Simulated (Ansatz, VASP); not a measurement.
**One calculation of Zn, two programs**

```
Zn
1.0
     2.44165    0.00000    0.00000
    -1.22082    2.11453    0.00000
     0.00000    0.00000    5.89220
Zn
2
Direct
  0.33333 0.66667 0.25000
  0.66667 0.33333 0.75000
```

Alike in both runs: task single point; functional PBEsol; k mesh 24 × 24 × 12; occupations gaussian, width 0.15 eV; no spin polarisation.

|  | VASP | Ansatz |
| --- | --- | --- |
| version | VASP 6.6.1 | Ansatz 0.2.0 |
| potentials or method | VASP PAW PBE potentials, release 64 (Zn), cutoff 520 eV | scalar-relativistic, plane waves, PAW |
| valence electrons in the cell | 24 | 24 |

```csv
,VASP,Ansatz,Ansatz less VASP
gap on the k mesh at the Fermi level (eV),none,none,-
pressure (GPa),7.2,6.7,-0.54
"traceless stress, the component that is largest in VASP (GPa)",-12.63,-12.22,+0.406
```

VASP's potentials were made for PBE, not for PBEsol. A gap of «none» marks a metal or a gap that the smearing closes. The functional is the same, so the differences come from potentials, cutoffs and numerics.
